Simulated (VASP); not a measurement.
# Ti (Im-3m) in VASP: further runs

The runs below take Ti through single point, relaxation of cell and atoms, with PBE.

Everything below comes from runs of VASP 6.6.1. Logs are shortened: lines on timing, memory, paths and dates and some standing lists are left out, and cuts for length are marked.

### 1 The cell of the first run

The structure is cubic, space group Im-3m (No. 229). Conventional cell: a = 3.204 Å, b = 3.204 Å, c = 3.204 Å, α = 90.00°, β = 90.00°, γ = 90.00°. Ti (site symmetry m-3m) has 14 Ti at 2.78 to 3.20 Å within 3.7 Å.

### 2 Single point, PBE (volume scaled by 0.95)

INCAR reads:

```
SYSTEM = Ti
PREC = Accurate
ENCUT = 520
EDIFF = 1E-6
ISMEAR = -1
SIGMA = 0.1
LREAL = .FALSE.
LASPH = .TRUE.
NELM = 60
ALGO = Normal
ISIF = 2
LWAVE = .FALSE.
LCHARG = .FALSE.
GGA = PE
NBANDS = 12
```

KPOINTS reads:

```
Automatic mesh
0
G
  16 16 16
  0 0 0
```

POSCAR reads:

```
Ti
1.0
   -1.6022068752      1.6022068752      1.6022068752
    1.6022068752     -1.6022068752      1.6022068752
    1.6022068752      1.6022068752     -1.6022068752
Ti
1
Direct
    0.0000000000      0.0000000000      0.0000000000
```

Potentials or basis: VASP PAW PBE potentials, release 64 (Ti_sv).

Launch:

```console
$ cat potpaw_PBE.64/Ti_sv/POTCAR > POTCAR
$ mpirun -np 1 vasp_std > vasp.out
```

OUTCAR:

```text
SYSTEM = Ti
   PREC = Accurate
   ENCUT = 520
   EDIFF = 1E-6
   ISMEAR = -1
   LREAL = .FALSE.
   LASPH = .TRUE.
   NELM = 60
   ISIF = 2
   GGA = PE

 ion  position               nearest neighbor table
   1  0.000  0.000  0.000-

  LATTYP: Found a body centered cubic cell.
 ALAT       =     3.2044137504

  Lattice vectors:

 A1 = (  -1.6022068752,   1.6022068752,   1.6022068752)
 A2 = (   1.6022068752,  -1.6022068752,   1.6022068752)
 A3 = (   1.6022068752,   1.6022068752,  -1.6022068752)

Analysis of symmetry for initial positions (statically):
=====================================================================
 Subroutine PRICEL returns:
 Original cell was already a primitive cell.

 Routine SETGRP: Setting up the symmetry group for a
 body centered cubic supercell.

 Subroutine GETGRP returns: Found 48 space group operations
 (whereof 48 operations were pure point group operations)
 out of a pool of 48 trial point group operations.

The static configuration has the point symmetry O_h .

Analysis of symmetry for dynamics (positions and initial velocities):
=====================================================================
 Subroutine PRICEL returns:
 Original cell was already a primitive cell.

 Routine SETGRP: Setting up the symmetry group for a
 body centered cubic supercell.

 Subroutine GETGRP returns: Found 48 space group operations
 (whereof 48 operations were pure point group operations)
 out of a pool of 48 trial point group operations.

The dynamic configuration has the point symmetry O_h .

 Subroutine INISYM returns: Found 48 space group operations
 (whereof 48 operations are pure point group operations),
 and found     1 'primitive' translations

----------------------------------------------------------------------------------------

                                     Primitive cell

  volume of cell :      16.4519

  direct lattice vectors                    reciprocal lattice vectors
    -1.602206875  1.602206875  1.602206875     0.000000000  0.312069563  0.312069563
     1.602206875 -1.602206875  1.602206875     0.312069563  0.000000000  0.312069563
     1.602206875  1.602206875 -1.602206875     0.312069563  0.312069563  0.000000000

  length of vectors
     2.775103712  2.775103712  2.775103712     0.441333009  0.441333009  0.441333009

  position of ions in fractional coordinates (direct lattice)
     0.000000000  0.000000000  0.000000000

  ion indices of the primitive-cell ions
   primitive index   ion index
                 1           1

----------------------------------------------------------------------------------------

 KPOINTS: Automatic mesh

Automatic generation of k-mesh.
 Grid dimensions read from file:
 generate k-points for:   16   16   16

 Generating k-lattice:

  Cartesian coordinates                     Fractional coordinates (reciprocal lattice)
     0.000000000  0.019504348  0.019504348     0.062500000  0.000000000  0.000000000
     0.019504348  0.000000000  0.019504348     0.000000000  0.062500000  0.000000000
     0.019504348  0.019504348  0.000000000     0.000000000  0.000000000  0.062500000

  Length of vectors
     0.027583313  0.027583313  0.027583313

  Shift w.r.t. Gamma in fractional coordinates (k-lattice)
     0.000000000  0.000000000  0.000000000

 Subroutine IBZKPT returns following result:
 ===========================================

 Found    145 irreducible k-points:

 Following reciprocal coordinates:
            Coordinates               Weight
  0.000000  0.000000  0.000000      1.000000
  0.062500  0.000000  0.000000     12.000000
  0.125000  0.000000  0.000000     12.000000
  0.187500  0.000000  0.000000     12.000000
  0.250000  0.000000  0.000000     12.000000
  0.312500  0.000000  0.000000     12.000000
[... 16 lines left out ...]
  0.187500  0.187500  0.000000     24.000000
  0.250000  0.187500  0.000000     48.000000
 [... further k-points ...]
   k-points           NKPTS =    145   k-points in BZ     NKDIM =    145   number of bands    NBANDS=     12
   number of dos      NEDOS =    301   number of ions     NIONS =      1
   total plane-waves  NPLWV =  13824
   dimension x,y,z NGX =    24 NGY =   24 NGZ =   24
   dimension x,y,z NGXF=    48 NGYF=   48 NGZF=   48
   ions per type =               1
   NGX,Y,Z   is equivalent  to a cutoff of  14.38, 14.38, 14.38 a.u.
   NGXF,Y,Z  is equivalent  to a cutoff of  28.75, 28.75, 28.75 a.u.
 SYSTEM =  Ti
   PREC   = accura    normal or accurate (medium, high low for compatibility)
   ISTART =      0    job   : 0-new  1-cont  2-samecut
   ICHARG =      2    charge: 1-file 2-atom 10-const
   ISPIN  =      1    spin polarized calculation?
   LNONCOLLINEAR =      F non collinear calculations
   LSORBIT =      F    spin-orbit coupling
   LASPH  =      T    aspherical Exc in radial PAW
   ENCUT  =  520.0 eV  38.22 Ry    6.18 a.u.   5.16  5.16  5.16*2*pi/ulx,y,z
   NELM   =     60;   NELMIN=  2; NELMDL= -5     # of ELM steps
   EDIFF  = 0.1E-05   stopping-criterion for ELM
   LREAL  =      F    real-space projection
   EDIFFG = 0.1E-04   stopping-criterion for IOM
   NSW    =      0    number of steps for IOM
   IBRION =     -1    ionic relax: 0-MD 1-quasi-New 2-CG
   NFREE  =      0    steps in history (QN), initial steepest desc. (CG)
   ISIF   =      2    stress and relaxation
   ISYM   =      2    0-nonsym 1-usesym 2-fastsym
   POTIM  = 0.5000    time-step for ionic-motion
   TEBEG  =    0.0;   TEEND  =   0.0 temperature during run
   PSTRESS=    0.0 pullay stress
   NELECT =      12.0000    total number of electrons
   NUPDOWN=      -1.0000    fix difference up-down
   EMIN   =  10.00;   EMAX   =-10.00  energy-range for DOS
   EFERMI =   0.00;   METHOD = LEGACY
   ISMEAR =    -1;   SIGMA  =   0.10  broadening in eV -4-tet -1-fermi 0-gaus
   EFERMI_NEDOS =   21; number of points for ismear=-14 and -15
   IALGO  =     38    algorithm
   IMIX   =      4    mixing-type and parameters
     AMIX     =   0.40;   BMIX     =  1.00
     AMIX_MAG =   1.60;   BMIX_MAG =  1.00
  volume/ion in A,a.u.               =      16.45       111.02
  Fermi-wavevector in a.u.,A,eV,Ry     =   1.473658  2.784810 29.547329  2.171667
  Thomas-Fermi vector in A             =   2.588524
   LORBIT       =      0    0 simple, 1 ext, 2 COOP (PROOUT), +10 PAW based schemes
   GGA     = PE    functional components
   LHFCALC =     F    Hartree Fock is set to
   AEXX    =    0.0000 exact exchange contribution
   IVDW    =     0    specifies the selected vdW correction
   LEPSILON=     F    determine dielectric tensor
   LRPA    =     F    only Hartree local field effects (RPA)
 non-spin polarized calculation
  energy-cutoff  :      520.00
  volume of cell :       16.45
 maximum number of plane-waves:       466
 NGX is ok and might be reduce to    24
   NGX = 11   NGY = 11   NGZ = 11

 number of electron      12.0000002 magnetization

 Free energy of the ion-electron system (eV)
  ---------------------------------------------------
  ext. energy  EPLUGINS =         0.00000000
  ---------------------------------------------------
  free energy    TOTEN  =        -7.74871589 eV

  energy without entropy =       -7.67729788  energy(sigma->0) =       -7.71300689

 E-fermi :   8.6630     XC(G=0): -11.7505

 val. band max:        8.6587708330   @ k =  -0.3750   0.3750   0.1250
 cond. band min:       8.6671788248   @ k =   0.3125   0.1875   0.0625
 fundamental gap:      0.0084079919
 Fermi energy:         8.6629638144

 k-point     1 :       0.0000    0.0000    0.0000
  band No.  band energies     occupation
      1     -47.7624      2.00000
      2     -23.5501      2.00000
      3     -23.5501      2.00000
      4     -23.5501      2.00000
      5       2.5940      2.00000
      6       9.6999      0.00006
      7       9.6999      0.00006
      8       9.6999      0.00006
      9      11.5782      0.00000
     10      11.5782      0.00000
     11      26.4623      0.00000
     12      26.4623      0.00000

 k-point     2 :       0.0625    0.0000    0.0000
  band No.  band energies     occupation
      1     -47.7562      2.00000
      2     -23.5820      2.00000
      3     -23.5598      2.00000
      4     -23.5503      2.00000
      5       2.7350      2.00000
      6       9.6335      0.00012
      7       9.6815      0.00008
      8       9.8043      0.00002
      9      11.4995      0.00000
     10      11.5820      0.00000
     11      26.2864      0.00000
     12      26.4585      0.00000

 k-point     3 :       0.1250    0.0000    0.0000
  band No.  band energies     occupation
      1     -47.7387      2.00000
      2     -23.6721      2.00000
      3     -23.5872      2.00000
      4     -23.5510      2.00000
      5       3.1445      2.00000
      6       9.4498      0.00076
      7       9.5963      0.00018
      8      10.1100      0.00000
      9      11.3346      0.00000
     10      11.5968      0.00000
     11      25.6941      0.00000
     12      26.3109      0.00000
[... 286 lines left out ...]
 k-point    23 :       0.1875    0.1875    0.0000
  band No.  band energies     occupation
      1     -47.6427      2.00000
      2     -24.0937      2.00000
      3     -23.7370      2.00000
      4     -23.6069      2.00000
      5       5.6356      2.00000
      6       8.4994      1.67390
      7       8.7710      0.50676
      8      11.1227      0.00000
      9      11.9314      0.00000
     10      12.3542      0.00000
     11      22.3299      0.00000
     12      22.5493      0.00000

 k-point    24 :       0.2500    0.1875    0.0000
  band No.  band energies     occupation
      1     -47.6180      2.00000
      2     -24.1743      2.00000
      3     -23.8026      2.00000
      4     -23.6172      2.00000
      5       6.3089      2.00000
      6       8.2621      1.96433
      7       8.6887      0.87194
      8      11.2510      0.00000
      9      11.9998      0.00000
     10      13.1653      0.00000
     11      20.7256      0.00000
     12      21.7389      0.00000

 [... further k-points ...]
[... 5 lines left out ...]
  --------------------------------------------------------------------------------------
  -------------------------------------------------------------------------------------
  Total        0.5693460      0.5693460      0.5693460     -0.0000000      0.0000000     -0.0000000
  in kB       55.4461137     55.4461137     55.4461137     -0.0000000      0.0000000     -0.0000000
  external PRESSURE =      55.4461137 kB  Pullay stress =       0.0000000 kB

 VOLUME and BASIS-vectors are now :
 -----------------------------------------------------------------------------
  energy-cutoff  :      520.00
  volume of cell :       16.45
      direct lattice vectors                 reciprocal lattice vectors
    -1.602206875  1.602206875  1.602206875     0.000000000  0.312069563  0.312069563
     1.602206875 -1.602206875  1.602206875     0.312069563  0.000000000  0.312069563
     1.602206875  1.602206875 -1.602206875     0.312069563  0.312069563  0.000000000

 POSITION                                       TOTAL-FORCE (eV/Angst)
 -----------------------------------------------------------------------------------
      0.00000      0.00000      0.00000        -0.000000     -0.000000     -0.000000
 -----------------------------------------------------------------------------------
    total drift:                               -0.000000     -0.000000      0.000000

  FREE ENERGIE OF THE ION-ELECTRON SYSTEM (eV)
  ---------------------------------------------------
  free  energy   TOTEN  =        -7.7487158880 eV

  energy  without entropy=       -7.6772978824  energy(sigma->0) =       -7.71300689
```

Run time: 80 s. Hardware: 1 thread of AMD EPYC 7R13, shared host; peak memory 0.13 GiB.

What came out:

```
Free energy            : -7.7487 eV
Pressure               : 5.5 GPa
Band gap on the k mesh : zero (band 6 reaches 9.70 eV, above the bottom of band 7 at 8.00 eV)
```

Caveat: the cell differs from its parent crystal (volume scaled by 0.95).

### 3 Single point, PBE (volume scaled by 0.95)

INCAR reads:

```
PREC     = Accurate       # precision mode
ENCUT    = 520            # plane-wave cutoff, eV
EDIFF    = 1E-7           # SCF threshold, eV
ISMEAR   = -1             # smearing method
SIGMA    = 0.1            # smearing width, eV
LREAL    = False          # projectors in reciprocal space
LASPH    = True           # aspherical terms in the spheres
NELM     = 60             # most SCF steps
ALGO     = Normal         # electronic algorithm
ISIF     = 2              # what is computed and relaxed
LWAVE    = False          # write WAVECAR
LCHARG   = False          # write CHGCAR
GGA      = PE             # functional
NBANDS   = 12             # bands
```

KPOINTS reads:

```
Automatic mesh
0
Gamma
  16 16 16
```

POSCAR is that of step 2.

Potentials or basis: VASP PAW PBE potentials, release 64 (Ti_sv).

Launch:

```console
$ cat potpaw_PBE.64/Ti_sv/POTCAR > POTCAR
$ mpirun -np 1 vasp_std > vasp.out
```

Wall time 94 s (1 thread of AMD EPYC 7R13, shared host); peak memory 0.13 GiB.

It converged, with:

```yaml
Free_energy: -7.7487 eV
Pressure: 5.5 GPa
Band_gap_on_the_k_mesh: zero (band 6 reaches 9.70 eV, above the bottom of band 7 at 8.00 eV)
```

Levels at points of the mesh, in eV from the Fermi level:
```tsv
k point	band 3	band 4	band 5	band 6	band 7	band 8	band 9	band 10
(0.00, 0.00, 0.00)	-32.21	-32.21	-6.07	1.04	1.04	1.04	2.92	2.92
(0.50, 0.00, 0.00)	-32.46	-32.22	-2.59	-0.45	1.31	2.92	3.29	4.57
(0.50, 0.50, 0.50)	-32.76	-32.76	-2.29	-2.29	4.19	4.19	4.19	8.83
```

Caveat: the cell differs from its parent crystal (volume scaled by 0.95).

### 4 Single point, PBE

This run uses another cell than the first one, of 17.32 Å³/atom, 1.053 times its volume.

INCAR reads:

```
  PREC = Accurate
  ENCUT = 520
  EDIFF = 1E-6
  ISMEAR = -1
  SIGMA = 0.1
  LREAL = False
  LASPH = True
  NELM = 100
  ALGO = Normal
  ISIF = 2
  LWAVE = False
  LCHARG = False
  GGA = PE
  NBANDS = 12
```

KPOINTS is that of step 3.

POSCAR reads:

```
Ti
1.0
   -1.6298365613      1.6298365613      1.6298365613
    1.6298365613     -1.6298365613      1.6298365613
    1.6298365613      1.6298365613     -1.6298365613
Ti
1
Direct
    0.0000000000      0.0000000000      0.0000000000
```

Launch:

```console
$ cat potpaw_PBE.64/Ti_sv/POTCAR > POTCAR
$ mpirun -np 1 vasp_std > vasp.out
```

Run time: 77 s. Hardware: 1 thread of AMD EPYC 7R13, shared host; peak memory 0.13 GiB.

The run converged. Its results:

```
Free energy            : -7.7628 eV
Pressure               : -0.2 GPa
Band gap on the k mesh : zero (band 6 reaches 9.12 eV, above the bottom of band 7 at 7.49 eV)
```

Levels at points of the mesh, in eV from the Fermi level:
```
           k point  band 4  band 5  band 6  band 7  band 8  band 9
(0.00, 0.00, 0.00)  -32.38   -5.96    0.99    0.99    0.99    2.75
(0.50, 0.00, 0.00)  -32.38   -2.46   -0.40    1.14    2.74    3.09
(0.50, 0.50, 0.50)  -32.84   -2.11   -2.11    3.93    3.93    3.93
```

### 5 Relaxation of cell and atoms, PBE

This run uses another cell than the first one, of 17.40 Å³/atom, 1.057 times its volume.

INCAR reads:

```
PREC = Accurate ; ENCUT = 600
EDIFF = 1E-7 ; ISMEAR = -1
SIGMA = 0.1 ; LREAL = F
LASPH = T ; NELM = 80
ALGO = Normal ; ISIF = 3
LWAVE = F ; LCHARG = F
GGA = PE ; IBRION = 2
NSW = 60 ; EDIFFG = -0.005
```

KPOINTS reads:

```
regular mesh
0
Gamma
  16 16 16
```

POSCAR reads:

```
Ti
1.0
   -1.6323180789      1.6323180789      1.6323180789
    1.6323180789     -1.6323180789      1.6323180789
    1.6323180789      1.6323180789     -1.6323180789
Ti
1
Direct
    0.0000000000      0.0000000000      0.0000000000
```

Launch:

```console
$ cat potpaw_PBE.64/Ti_sv/POTCAR > POTCAR
$ mpirun -np 1 vasp_std > vasp.out
```

Run time: 23 s. Hardware: 1 thread of Intel Xeon 6975P-C (Granite Rapids), shared host; peak memory 0.17 GiB.

It converged, with:

* Free energy: -7.7627 eV
* Relaxed volume: 17.28 Å³/atom
* Relaxed cell: a = 2.821 Å, b = 2.821 Å, c = 2.821 Å, α = 109.47°, β = 109.47°, γ = 109.47°
* Space group after relaxing (to 0.05 Å): Im-3m (No. 229)
* Energy gained by relaxing: 0.3 meV/atom
* Ionic steps: 3
* Pressure after relaxing: 0.0 GPa
* Band gap on the k mesh: zero (band 6 reaches 9.14 eV, above the bottom of band 7 at 7.52 eV)

Step by step:
```tsv
step	energy change (eV)	largest force (eV/Å)	pressure (GPa)	volume (Å³)
1	0.0000	0.0000	-0.73	17.40
2	-0.0002	0.0000	0.46	17.20
3	-0.0003	0.0000	0.00	17.28
```

Final structure:
```xyz
1
Lattice="-1.6285 1.6285 1.6285 1.6285 -1.6285 1.6285 1.6285 1.6285 -1.6285" Properties=species:S:1:pos:R:3 pbc="T T T"
Ti    0.0000    0.0000    0.0000
```

Levels at points of the mesh, in eV from the Fermi level:
```tsv
k point	band 2	band 3	band 4	band 5	band 6	band 7	band 8	band 9	band 10
(0.00, 0.00, 0.00)	-32.37	-32.37	-32.37	-5.97	0.99	0.99	0.99	2.76	2.76
(0.50, 0.00, 0.00)	-33.05	-32.59	-32.38	-2.47	-0.40	1.15	2.75	3.10	4.29
(0.50, 0.50, 0.50)	-32.84	-32.84	-32.84	-2.12	-2.12	3.94	3.94	3.94	8.42
```

### 6 The runs side by side

```tsv
task	cell	cutoff (eV)	gap on the mesh (eV)	pressure (GPa)
single point	a = 2.775 Å, angles 109.5°, 1 atom	520	none	5.5
single point	a = 2.823 Å, angles 109.5°, 1 atom	520	none	-0.2
relaxation of cell and atoms	relaxed from a = 2.827 Å, angles 109.5°, 1 atom	600	none	0.0
```

Alike in all rows: level PBE; potentials or basis VASP PAW PBE potentials, release 64 (Ti_sv); no spin polarisation; k mesh 16 × 16 × 16; smearing fermi-dirac 0.1 eV.

Absolute energies hang on the potentials; compare differences alone.
